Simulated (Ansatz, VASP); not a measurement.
**HfO2: VASP beside Ansatz**

File INCAR:

```
SYSTEM = HfO2
ALGO     = Normal         ! electronic algorithm
EDIFF    = 1E-8           ! SCF threshold, eV
ENCUT    = 520            ! plane-wave cutoff, eV
GGA      = PE             ! functional
ISIF     = 2              ! what is computed and relaxed
ISMEAR   = -1             ! smearing method
LASPH    = .True.         ! aspherical terms in the spheres
LCHARG   = .False.        ! write CHGCAR
LEFG     = .True.       
LREAL    = .False.        ! projectors in reciprocal space
LWAVE    = .False.        ! write WAVECAR
NBANDS   = 18             ! bands
NELM     = 60             ! most SCF steps
PREC     = Accurate       ! precision mode
SIGMA    = 0.01           ! smearing width, eV
```

KPOINTS

```
k-points
0
Gamma
  9 9 9
  0 0 0
```

Contents of POSCAR:

```
HfO2
1.0
    0.0000000000      2.5659967402      2.5659967402
    2.5659967402      0.0000000000      2.5659967402
    2.5659967402      2.5659967402      0.0000000000
Hf O
1 2
Direct
    0.0000000000      0.0000000000      0.0000000000
    0.2500000000      0.2500000000      0.2500000000
    0.7500000000      0.7500000000      0.7500000000
```

Input for Ansatz:

```yaml
crystal:
  lattice:
    - [0.0, 2.5659967402, 2.5659967402]
    - [2.5659967402, 0.0, 2.5659967402]
    - [2.5659967402, 2.5659967402, 0.0]
  atoms:
    - { symbol: Hf, position: [0.0, 0.0, 0.0] }
    - { symbol: O, position: [0.25, 0.25, 0.25] }
    - { symbol: O, position: [0.75, 0.75, 0.75] }
kpoints:
  mp_grid: { grid: [9, 9, 9] }
scf:
  occupations: { method: fermi_dirac, width: 0.01 }
hamiltonian:
  xc: pbe
  pseudopotentials: { kind: all_electron, datasets: crystal }
output:
  forces: true
  stress: true
  eigenvalues: true
  efg: { contact_densities: true }
```

Change from the starting cell: volume scaled by 1.01, crystal datasets.

Alike in both runs: task electric field gradients; functional PBE; k mesh 9 × 9 × 9; occupations fermi-dirac, width 0.01 eV; no spin polarisation.

|  | VASP | Ansatz |
| --- | --- | --- |
| version | VASP 6.6.1 | Ansatz 0.2.0 |
| potentials or method | VASP PAW PBE potentials, release 64 (Hf_pv, O), cutoff 520 eV | all-electron PAW with datasets made for the crystal, scalar-relativistic |

```csv
,VASP,Ansatz,Ansatz less VASP
gap on the k mesh at the Fermi level (eV),3.81,3.79,-0.012
pressure (GPa),-8.2,-4.8,+3.45
```

Ansatz ran all-electron here, and VASP with PAW potentials.

Neither program's run includes spin-orbit coupling.
